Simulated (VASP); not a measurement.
# Ge8HS8 (a cell with a defect): single point with PBE

Ge8HS8 (a cell with a defect):

```
Ge S H
1.0
     0.00000    3.66482   -4.45824
     0.00000    3.66482    4.45824
    10.78541    0.00000    0.00000
Ge S H
8 8 1
Direct
  0.94335 0.30695 0.87456
  0.44834 0.80203 0.87218
  0.09465 0.69466 0.13162
  0.55484 0.15500 0.13161
  0.92587 0.80283 0.62542
  0.44730 0.32441 0.62544
  0.05597 0.19305 0.37769
  0.50597 0.74323 0.44440
  0.87370 0.37664 0.65164
  0.36303 0.88712 0.64390
  0.10828 0.62653 0.35580
  0.62248 0.14072 0.35587
  0.37623 0.37464 0.84614
  0.87573 0.87413 0.84610
  0.65160 0.59780 0.13562
  0.12630 0.12317 0.15415
  0.64283 0.60809 0.26246
```

```json
{
 "Program": "VASP 6.6.1",
 "Task": "single point",
 "Functional": "PBE",
 "Potentials or basis": "VASP PAW PBE potentials, release 64 (Ge_d, S, H)",
 "Cutoff": "520 eV",
 "k mesh": "3 × 3 × 2, shifted",
 "Occupations": "gaussian, width 0.02 eV",
 "Spin": "no spin polarisation"
}
```

```json
{
  "Largest force": "0.060 eV/Å"
}
```

Forces in eV/Å, atoms in the order of the input:
```
Ge   0.005  0.000  0.013
Ge  -0.005  0.000 -0.002
Ge  -0.010  0.002 -0.012
Ge  -0.003 -0.006 -0.013
Ge  -0.001 -0.009  0.010
Ge   0.001  0.008  0.003
Ge  -0.003  0.003 -0.003
Ge  -0.011 -0.002  0.000
S   -0.002 -0.004  0.000
S    0.010  0.000 -0.005
S    0.012  0.018 -0.004
S    0.003 -0.007  0.000
S    0.008  0.000 -0.003
S    0.007 -0.003 -0.002
S    0.049  0.006  0.028
S    0.000 -0.002 -0.002
H   -0.059 -0.005 -0.009
```

Levels at points of the mesh, in eV from the Fermi level:
```
           k point  band 76  band 77  band 78  band 79  band 80  band 81  band 82  band 83  band 84  band 85
(0.00, 0.00, 0.25)    -1.60    -1.21    -1.19    -0.85    -0.34     1.62     2.18     2.36     2.70     2.85
```

Wall time 13 min on 1 thread of Oxide Virtual Turin-like Processor (shared host), peak memory 0.49 GiB.

Caveat: the cell carries a net charge on a neutralising background, which shifts energy and pressure; the cell is charged against a uniform background, so pressure and absolute levels hang on convention.
